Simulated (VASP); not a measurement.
Set up this calculation in VASP 6.6.1, as the native input.

| Property | Result |
| --- | --- |
| Task | single point |
| Functional | r2SCAN |
| Potentials or basis | VASP PAW PBE potentials, release 64 (Y_sv) |
| Cutoff | 520 eV |
| k mesh | 9 × 9 × 9 |
| Occupations | fermi-dirac, width 0.1 eV |
| Spin | no spin polarisation |
| Dipole correction | no |
| Further INCAR settings | ALGO = Normal; EDIFF = 1e-06; NBANDS = 18 |

The system is Y.

```
Y
1.0
     0.00000    3.49976    3.49976
     3.49976    0.00000    3.49976
     3.49976    3.49976    0.00000
Y
2
Direct
  0.12500 0.12500 0.12500
  0.87500 0.87500 0.87500
```

This isn't the form of Y at room conditions, which is hcp.

These files were run (other wordings do the same):

POSCAR

```
Y
1.0
    0.0000000000      3.4997606529      3.4997606529
    3.4997606529      0.0000000000      3.4997606529
    3.4997606529      3.4997606529      0.0000000000
Y
2
Direct
    0.1250000000      0.1250000000      0.1250000000
    0.8750000000      0.8750000000      0.8750000000
```

INCAR.step1

```
SYSTEM = Y
ALGO = Normal
EDIFF = 1E-4
ENCUT = 520
GGA = PE
ISMEAR = -1
LASPH = .True.
LCHARG = .False.
LREAL = .False.
LWAVE = .True.
NBANDS = 18
NELM = 60
PREC = Accurate
SIGMA = 0.1
```

INCAR.step2

```
SYSTEM = Y
ALGO = Normal
EDIFF = 1E-6
ENCUT = 520
ISIF = 2
ISMEAR = -1
ISTART = 1
LASPH = .True.
LCHARG = .False.
LMIXTAU = .True.
LREAL = .False.
LWAVE = .False.
METAGGA = R2SCAN
NBANDS = 18
NELM = 60
PREC = Accurate
SIGMA = 0.1
```

KPOINTS

```
k-points
0
Gamma
  9 9 9
  0 0 0
```

Potentials or basis: VASP PAW PBE potentials, release 64 (Y_sv).

Command:

```bash
$ cat potpaw_PBE.64/Y_sv/POTCAR > POTCAR
$ cp INCAR.step1 INCAR
$ mpirun -np 1 vasp_std > vasp.out
$ cp INCAR.step2 INCAR
$ mpirun -np 1 vasp_std > vasp.out
```

It gave:

```json
{
  "Pressure": "-0.3 GPa",
  "Band gap on the k mesh": "zero (bands 11 and 12 overlap by 0.59 eV)"
}
```

Caveat: the PAW data sets were made with another functional, which shifts forces and pressure a little.

Wall time 4.2 min on 1 thread of Intel(R) Xeon(R) 6975P-C (Granite Rapids), on a shared host, peak memory 0.28 GiB.
